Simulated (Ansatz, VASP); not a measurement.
One calculation of BN, two programs

INCAR

```
PREC     = Accurate       # precision mode
ENCUT    = 520            # plane-wave cutoff, eV
EDIFF    = 1E-7           # SCF threshold, eV
ISMEAR   = 0              # smearing method
SIGMA    = 0.05           # smearing width, eV
LREAL    = F              # projectors in reciprocal space
LASPH    = T              # aspherical terms in the spheres
NELM     = 60             # most SCF steps
ALGO     = Normal         # electronic algorithm
ISIF     = 2              # what is computed and relaxed
LWAVE    = F              # write WAVECAR
LCHARG   = F              # write CHGCAR
GGA      = CA             # functional
IBRION   = 2              # ionic algorithm
NSW      = 50             # ionic steps
EDIFFG   = -0.01          # ionic threshold
```

File KPOINTS:

```
regular mesh
0
Gamma
  12 12 4
```

Contents of POSCAR:

```
BN
1.0
    2.3970292072      0.0000000000      0.0000000000
   -1.1985146036      2.1549757989      0.0000000000
    0.0000000000      0.0000000000      6.7336479570
B N
2 2
Direct
    0.3333333333      0.6666666667      0.2500000000
    0.6666666667      0.3333333333      0.7500000000
    0.3333333333      0.6666666667      0.7500000000
    0.6666666667      0.3333333333      0.2500000000
```

Input for Ansatz:

```yaml
crystal:
  lattice:
    - [2.3970292072, 0.0, 0.0]
    - [-1.1985146036, 2.1549757989, 0.0]
    - [0.0, 0.0, 6.733647957]
  atoms:
    - { symbol: B, position: [0.3333333333, 0.6666666667, 0.25] }
    - { symbol: B, position: [0.6666666667, 0.3333333333, 0.75] }
    - { symbol: "N", position: [0.3333333333, 0.6666666667, 0.75] }
    - { symbol: "N", position: [0.6666666667, 0.3333333333, 0.25] }
basis:
  ecutwfc: 520.0
kpoints:
  mp_grid: { grid: [12, 12, 4] }
hamiltonian:
  xc: lda
  pseudopotentials: { kind: paw, azcp: { folder: soft_1 } }
scf:
  occupations: { method: gaussian, width: 0.05 }
output:
  forces: true
  stress: true
  eigenvalues: true
relax:
  adjacent_minimum: "off"
  f_tol: 0.01
  max_steps: 30
```

Change from the starting cell: normal strain along x -0.0367, normal strain along z +0.0367.

Alike in both runs: task relaxation of the atoms; functional LDA; k mesh 12 × 12 × 4; occupations gaussian, width 0.05 eV; no spin polarisation.

|  | VASP | Ansatz |
| --- | --- | --- |
| version | VASP 6.6.1 | Ansatz 0.2.0 |
| potentials or method | VASP PAW LDA potentials, release 64 (B, N), cutoff 520 eV | scalar-relativistic, plane waves, PAW |
| valence electrons in the cell | 16 | 16 |

Ansatz gave:

```
gap on the k mesh at the Fermi level, each at its own relaxed structure (eV) : 4.06
```

Q: What did VASP give for the same quantities?

A: gap on the k mesh at the Fermi level, each at its own relaxed structure (eV): 3.95.

Ansatz warns that its potentials were made for another functional, while VASP's fit it. LDA's correlation is that of Perdew and Zunger in VASP and of Perdew and Wang (1992) in Ansatz. Ansatz's warnings: stress scf threshold loose.
